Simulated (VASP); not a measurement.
# SiO2 (P-6m2) in VASP: single point with PBE+D3(BJ)

Aim: the single point of SiO2 with PBE+D3(BJ).

Program: VASP 6.6.1. These are calculated values, not measurements. Logs are shortened: lines on timing, memory, paths and dates and some standing lists are left out, and cuts for length are marked.

### 1 The cell of the first run

Symmetry: P-6m2, No. 187, hexagonal system. Conventional cell: a = 3.130 Å, b = 3.130 Å, c = 3.283 Å, α = 90.00°, β = 90.00°, γ = 120.00°. Within 2.2 Å of Si (site symmetry -6m2) lie 5 O at 1.64 to 1.81 Å. Within 2.5 Å of O (site symmetry -6m2) lie 3 Si at 1.81 Å and 6 O at 2.44 Å. Within 2.2 Å of O (site symmetry -6m2) lie 2 Si at 1.64 Å.

### 2 Single point, PBE+D3(BJ)

POSCAR reads:

```
SiO2
1.0
    3.1300173471      0.0000000000      0.0000000000
   -1.5650086735      2.7106745369      0.0000000000
    0.0000000000      0.0000000000      3.2833802592
Si O
1 2
Direct
    0.3333333333      0.6666666667      0.0000000000
    0.0000000000      0.0000000000      0.0000000000
    0.3333333333      0.6666666667      0.5000000000
```

INCAR.step1 reads:

```
ALGO = Normal
EDIFF = 1E-6
ENCUT = 520
GGA = PE
ISIF = 2
ISMEAR = 0
IVDW = 12
LASPH = T
LCHARG = T
LREAL = F
LWAVE = F
NBANDS = 15
NELM = 80
PREC = Accurate
SIGMA = 0.02
```

KPOINTS.step1 reads:

```
k-points
0
Gamma
  12 12 8
```

INCAR.step2 reads:

```
ALGO = Normal
EDIFF = 1E-6
ENCUT = 520
GGA = PE
ICHARG = 11
ISIF = 2
ISMEAR = -5
IVDW = 12
LASPH = T
LCHARG = F
LORBIT = 11
LREAL = F
LWAVE = F
NEDOS = 2001
NELM = 80
PREC = Accurate
SIGMA = 0.02
```

KPOINTS.step2 reads:

```
k-points
0
Gamma
  18 18 12
```

Potentials or basis: VASP PAW PBE potentials, release 64 (Si, O).

Command:

```console
> cat potpaw_PBE.64/Si/POTCAR potpaw_PBE.64/O/POTCAR > POTCAR
> cp INCAR.step1 INCAR
> cp KPOINTS.step1 KPOINTS
> mpirun -np 1 vasp_std > vasp.out
> cp INCAR.step2 INCAR
> cp KPOINTS.step2 KPOINTS
> mpirun -np 1 vasp_std > vasp.out
```

OUTCAR:

```text
EDIFF = 1E-6
   ENCUT = 520
   GGA = PE
   ICHARG = 11
   ISIF = 2
   ISMEAR = -5
   IVDW = 12
   LASPH = T
   LORBIT = 11
   LREAL = F
   NELM = 80
   PREC = Accurate
 IVDW          = 12

 ion  position               nearest neighbor table
   1  0.333  0.667  0.000-   3 1.64   3 1.64   2 1.81   2 1.81   2 1.81
   2  0.000  0.000  0.000-   1 1.81   1 1.81   1 1.81
   3  0.333  0.667  0.500-   1 1.64   1 1.64

  LATTYP: Found a hexagonal cell.
 ALAT       =     3.1300173471
 C/A-ratio  =     1.0489974639

  Lattice vectors:

 A1 = (   3.1300173471,   0.0000000000,   0.0000000000)
 A2 = (  -1.5650086735,   2.7106745369,   0.0000000000)
 A3 = (   0.0000000000,   0.0000000000,   3.2833802592)

Analysis of symmetry for initial positions (statically):
=====================================================================
 Subroutine PRICEL returns:
 Original cell was already a primitive cell.

 Routine SETGRP: Setting up the symmetry group for a
 hexagonal supercell.

 Subroutine GETGRP returns: Found 12 space group operations
 (whereof 12 operations were pure point group operations)
 out of a pool of 24 trial point group operations.

The static configuration has the point symmetry D_3h.

Analysis of symmetry for dynamics (positions and initial velocities):
=====================================================================
 Subroutine PRICEL returns:
 Original cell was already a primitive cell.

 Routine SETGRP: Setting up the symmetry group for a
 hexagonal supercell.

 Subroutine GETGRP returns: Found 12 space group operations
 (whereof 12 operations were pure point group operations)
 out of a pool of 24 trial point group operations.

The dynamic configuration has the point symmetry D_3h.

 Subroutine INISYM returns: Found 12 space group operations
 (whereof 12 operations are pure point group operations),
 and found     1 'primitive' translations

----------------------------------------------------------------------------------------

                                     Primitive cell

  volume of cell :      27.8577

  direct lattice vectors                    reciprocal lattice vectors
     3.130017347  0.000000000  0.000000000     0.319487047  0.184455933  0.000000000
    -1.565008673  2.710674537  0.000000000     0.000000000  0.368911865  0.000000000
     0.000000000  0.000000000  3.283380259     0.000000000  0.000000000  0.304564175

  length of vectors
     3.130017347  3.130017347  3.283380259     0.368911865  0.368911865  0.304564175

  position of ions in fractional coordinates (direct lattice)
     0.333333333  0.666666667  0.000000000
     0.000000000  0.000000000  0.000000000
     0.333333333  0.666666667  0.500000000

  ion indices of the primitive-cell ions
   primitive index   ion index
                 1           1
                 2           2
                 3           3

----------------------------------------------------------------------------------------

 KPOINTS: k-points

Automatic generation of k-mesh.
 Grid dimensions read from file:
 generate k-points for:   18   18   12

 Generating k-lattice:

  Cartesian coordinates                     Fractional coordinates (reciprocal lattice)
     0.017749280  0.010247552  0.000000000     0.055555556  0.000000000  0.000000000
     0.000000000  0.020495104  0.000000000     0.000000000  0.055555556  0.000000000
     0.000000000  0.000000000  0.025380348     0.000000000  0.000000000  0.083333333

  Length of vectors
     0.020495104  0.020495104  0.025380348

  Shift w.r.t. Gamma in fractional coordinates (k-lattice)
     0.000000000  0.000000000  0.000000000

 TETIRR: Found   3954 inequivalent tetrahedra from    23328

 Subroutine IBZKPT returns following result:
 ===========================================

 Found    259 irreducible k-points:

 Following reciprocal coordinates:
            Coordinates               Weight
  0.000000  0.000000  0.000000      1.000000
  0.055556  0.000000  0.000000      6.000000
  0.111111  0.000000  0.000000      6.000000
  0.166667 -0.000000  0.000000      6.000000
  0.222222  0.000000  0.000000      6.000000
  0.277778 -0.000000  0.000000      6.000000
[... 16 lines left out ...]
  0.333333  0.111111  0.000000     12.000000
  0.388889  0.111111  0.000000     12.000000
 [... further k-points ...]
   k-points           NKPTS =    259   k-points in BZ     NKDIM =    259   number of bands    NBANDS=     12
   number of dos      NEDOS =   2001   number of ions     NIONS =      3
   total plane-waves  NPLWV =  13824
   dimension x,y,z NGX =    24 NGY =   24 NGZ =   24
   dimension x,y,z NGXF=    48 NGYF=   48 NGZF=   48
   ions per type =               1   2
   NGX,Y,Z   is equivalent  to a cutoff of  12.75, 12.75, 12.15 a.u.
   NGXF,Y,Z  is equivalent  to a cutoff of  25.49, 25.49, 24.30 a.u.
 SYSTEM =  unknown system
   PREC   = accura    normal or accurate (medium, high low for compatibility)
   ISTART =      0    job   : 0-new  1-cont  2-samecut
   ICHARG =     11    charge: 1-file 2-atom 10-const
   ISPIN  =      1    spin polarized calculation?
   LNONCOLLINEAR =      F non collinear calculations
   LSORBIT =      F    spin-orbit coupling
   LASPH  =      T    aspherical Exc in radial PAW
   ENCUT  =  520.0 eV  38.22 Ry    6.18 a.u.   5.82  5.82  6.10*2*pi/ulx,y,z
   NELM   =     80;   NELMIN=  2; NELMDL=  0     # of ELM steps
   EDIFF  = 0.1E-05   stopping-criterion for ELM
   LREAL  =      F    real-space projection
   EDIFFG = 0.1E-04   stopping-criterion for IOM
   NSW    =      0    number of steps for IOM
   IBRION =     -1    ionic relax: 0-MD 1-quasi-New 2-CG
   NFREE  =      0    steps in history (QN), initial steepest desc. (CG)
   ISIF   =      2    stress and relaxation
   ISYM   =      2    0-nonsym 1-usesym 2-fastsym
   POTIM  = 0.5000    time-step for ionic-motion
   TEBEG  =    0.0;   TEEND  =   0.0 temperature during run
   PSTRESS=    0.0 pullay stress
   NELECT =      16.0000    total number of electrons
   NUPDOWN=      -1.0000    fix difference up-down
   EMIN   =  10.00;   EMAX   =-10.00  energy-range for DOS
   EFERMI =   0.00;   METHOD = LEGACY
   ISMEAR =    -5;   SIGMA  =   0.02  broadening in eV -4-tet -1-fermi 0-gaus
   EFERMI_NEDOS =   21; number of points for ismear=-14 and -15
   IALGO  =     38    algorithm
   IMIX   =      4    mixing-type and parameters
     AMIX     =   0.40;   BMIX     =  1.00
     AMIX_MAG =   1.60;   BMIX_MAG =  1.00
  volume/ion in A,a.u.               =       9.29        62.66
  Fermi-wavevector in a.u.,A,eV,Ry     =   1.360817  2.571571 25.195580  1.851823
  Thomas-Fermi vector in A             =   2.487447
   LORBIT       =     11    0 simple, 1 ext, 2 COOP (PROOUT), +10 PAW based schemes
   GGA     = PE    functional components
   LHFCALC =     F    Hartree Fock is set to
   AEXX    =    0.0000 exact exchange contribution
   IVDW    =    12    specifies the selected vdW correction
   LEPSILON=     F    determine dielectric tensor
   LRPA    =     F    only Hartree local field effects (RPA)
 non-spin polarized calculation
 Fermi weights with tetrahedron method with Bloechl corrections
  energy-cutoff  :      520.00
  volume of cell :       27.86
 maximum number of plane-waves:       764
 NGX is ok and might be reduce to    24

 number of electron      15.9999986 magnetization

 Free energy of the ion-electron system (eV)
  ---------------------------------------------------
  ext. energy  EPLUGINS =         0.00000000
  ---------------------------------------------------
  free energy    TOTEN  =       -21.77297414 eV

  energy without entropy =      -21.77297414  energy(sigma->0) =      -21.77297414

 E-fermi :   6.4803     XC(G=0): -11.1622

 val. band max:        6.4717456120   @ k =   0.3333   0.3333   0.5000
 cond. band min:       8.2295699176   @ k =   0.0000   0.0000   0.0000
 fundamental gap:      1.7578243057
 Fermi energy:         6.4802634576

 k-point     1 :       0.0000    0.0000    0.0000
  band No.  band energies     occupation
      1     -15.4814      2.00000
      2     -10.9195      2.00000
      3      -1.7475      2.00000
      4       0.3808      2.00000
      5       0.3808      2.00000
      6       4.7406      2.00000
      7       4.7406      2.00000
      8       5.0676      2.00000
      9       8.2296      0.00000
     10      15.0859      0.00000
     11      15.0859      0.00000
     12      16.1206      0.00000

 k-point     2 :       0.0556    0.0000    0.0000
  band No.  band energies     occupation
      1     -15.4484      2.00000
      2     -10.9413      2.00000
      3      -1.7220      2.00000
      4       0.2878      2.00000
      5       0.3391      2.00000
      6       4.6460      2.00000
      7       4.7715      2.00000
      8       5.0301      2.00000
      9       8.4245      0.00000
     10      14.8834      0.00000
     11      15.1686      0.00000
     12      16.3528      0.00000

 k-point     3 :       0.1111    0.0000    0.0000
  band No.  band energies     occupation
      1     -15.3510      2.00000
      2     -11.0074      2.00000
      3      -1.6473      2.00000
      4       0.0288      2.00000
      5       0.2238      2.00000
      6       4.4221      2.00000
      7       4.8549      2.00000
      8       4.9208      2.00000
      9       8.9306      0.00000
     10      14.4766      0.00000
     11      15.4154      0.00000
     12      16.8663      0.00000

 k-point     4 :       0.1667   -0.0000    0.0000
  band No.  band energies     occupation
      1     -15.1922      2.00000
      2     -11.1191      2.00000
      3      -1.5279      2.00000
      4      -0.3449      2.00000
      5       0.0584      2.00000
      6       4.1647      2.00000
      7       4.7494      2.00000
      8       4.9686      2.00000
      9       9.5980      0.00000
     10      14.0397      0.00000
     11      15.8204      0.00000
     12      17.5313      0.00000

 k-point     5 :       0.2222    0.0000    0.0000
  band No.  band energies     occupation
      1     -14.9786      2.00000
      2     -11.2768      2.00000
      3      -1.3724      2.00000
      4      -0.7697      2.00000
      5      -0.1289      2.00000
      6       3.9283      2.00000
      7       4.5312      2.00000
      8       5.0882      2.00000
      9      10.2782      0.00000
     10      13.6818      0.00000
     11      16.3698      0.00000
     12      18.2987      0.00000
[... 228 lines left out ...]
      1     -14.6351      2.00000
      2     -11.5430      2.00000
      3      -1.2784      2.00000
      4      -1.1370      2.00000
      5      -0.4477      2.00000
      6       3.7921      2.00000
      7       4.2148      2.00000
      8       5.1396      2.00000
      9      11.1569      0.00000
     10      13.3085      0.00000
     11      17.1838      0.00000
     12      19.1161      0.00000

 k-point    22 :       0.2778    0.1111    0.0000
  band No.  band energies     occupation
      1     -14.3524      2.00000
      2     -11.7764      2.00000
      3      -1.6345      2.00000
      4      -0.9614      2.00000
      5      -0.5896      2.00000
      6       3.6711      2.00000
      7       3.9853      2.00000
      8       5.2040      2.00000
      9      11.4276      0.00000
     10      13.4724      0.00000
     11      17.7878      0.00000
     12      18.5722      0.00000

 k-point    23 :       0.3333    0.1111    0.0000
  band No.  band energies     occupation
      1     -14.0674      2.00000
      2     -12.0225      2.00000
      3      -1.9146      2.00000
      4      -0.8057      2.00000
      5      -0.6920      2.00000
      6       3.5805      2.00000
      7       3.7867      2.00000
      8       5.2508      2.00000
      9      11.4267      0.00000
     10      13.9126      0.00000
     11      18.1660      0.00000
     12      18.2773      0.00000

 k-point    24 :       0.3889    0.1111    0.0000
  band No.  band energies     occupation
      1     -13.8301      2.00000
      2     -12.2350      2.00000
      3      -2.0923      2.00000
      4      -0.7534      2.00000
      5      -0.6966      2.00000
      6       3.5247      2.00000
      7       3.6501      2.00000
      8       5.2785      2.00000
      9      11.3529      0.00000
     10      14.3374      0.00000
     11      17.9157      0.00000
     12      18.5530      0.00000

 [... further k-points ...]

------------------------ aborting loop because EDIFF is reached ----------------------------------------

 Edisp (eV)   -0.60316

 E8    (eV) :    -0.2083

  FORCE on cell =-STRESS in cart. coord.  units (eV):
  Direction    XX          YY          ZZ          XY          YZ          ZX
  --------------------------------------------------------------------------------------
  -------------------------------------------------------------------------------------
  Total      -0.00356    -0.00356     0.09959    -0.00000    -0.00000     0.00000
  in kB      -0.20498    -0.20498     5.72755    -0.00000    -0.00000     0.00000
  external pressure =        1.77 kB  Pullay stress =        0.00 kB

 VOLUME and BASIS-vectors are now :
 -----------------------------------------------------------------------------
  energy-cutoff  :      520.00
  volume of cell :       27.86
      direct lattice vectors                 reciprocal lattice vectors
     3.130017347  0.000000000  0.000000000     0.319487047  0.184455933  0.000000000
    -1.565008673  2.710674537  0.000000000     0.000000000  0.368911865  0.000000000
     0.000000000  0.000000000  3.283380259     0.000000000  0.000000000  0.304564175

 POSITION                                       TOTAL-FORCE (eV/Angst)
 -----------------------------------------------------------------------------------
     -0.00000      1.80712      0.00000        -0.000000      0.000000      0.000000
      0.00000      0.00000      0.00000        -0.000000      0.000000      0.000000
     -0.00000      1.80712      1.64169         0.000000     -0.000000      0.000000
 -----------------------------------------------------------------------------------
    total drift:                                0.001027     -0.000593     -0.000000

  FREE ENERGIE OF THE ION-ELECTRON SYSTEM (eV)
  ---------------------------------------------------
  free  energy   TOTEN  =       -22.3761380000 eV

  energy  without entropy=      -22.3761380000  energy(sigma->0) =      -22.37613800

 total charge

# of ion       s       p       d       tot
------------------------------------------
    1        0.598   0.870   0.000   1.468
    2        1.548   3.633   0.000   5.180
    3        1.551   3.704   0.000   5.255
--------------------------------------------------
tot          3.697   8.207   0.000  11.903
```

Wall time 24 s (1 thread of Intel Xeon 6975P-C (Granite Rapids), shared host); peak memory 0.2 GiB.

What came out:

* Valence electrons inside the program's atomic spheres: Si 1.47; O 5.18, 5.25
* Dispersion energy per atom: -0.201 eV
